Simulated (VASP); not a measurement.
P, 10 atoms in the cell. Symmetry: R-3c, No. 167, trigonal system. The conventional cell has a = 5.430 Å, b = 5.430 Å, c = 13.932 Å, α = 90.00°, β = 90.00°, γ = 120.00°. Within 2.7 Å of P (site symmetry 32) lie 3 P at 2.02 Å. Within 2.7 Å of P (site symmetry -3) lie 6 P at 2.07 Å. Within 2.7 Å of P (site symmetry 2) lie 3 P at 2.02 to 2.07 Å. The cell was generated, and may not be a known phase.

| Property | Result |
| --- | --- |
| Program | VASP 6.6.1 |
| Task | single point |
| Functional | PBE |
| Potentials or basis | VASP PAW PBE potentials, release 64 (P) |
| Cutoff | 520 eV |
| k mesh | 6 × 6 × 6 |
| Occupations | gaussian, width 0.1 eV |
| Spin | no spin polarisation |
| Dipole correction | no |
| Further INCAR settings | ALGO = Normal; EDIFF = 1e-07; NBANDS = 36 |

Potentials or basis: VASP PAW PBE potentials, release 64 (P).

Run with:

```console
$ cat potpaw_PBE.64/P/POTCAR > POTCAR
$ mpirun -np 1 vasp_std > vasp.out
```

Hardware: 1 thread of Intel(R) Xeon(R) Platinum 8488C (Sapphire Rapids), on a shared host.

Q: How long does it take, and how much memory?

A: Run time: 120 s on 1 thread of Intel(R) Xeon(R) Platinum 8488C (Sapphire Rapids), on a shared host, peak memory 0.29 GiB. Counts: scf iterations 15, k points 32.
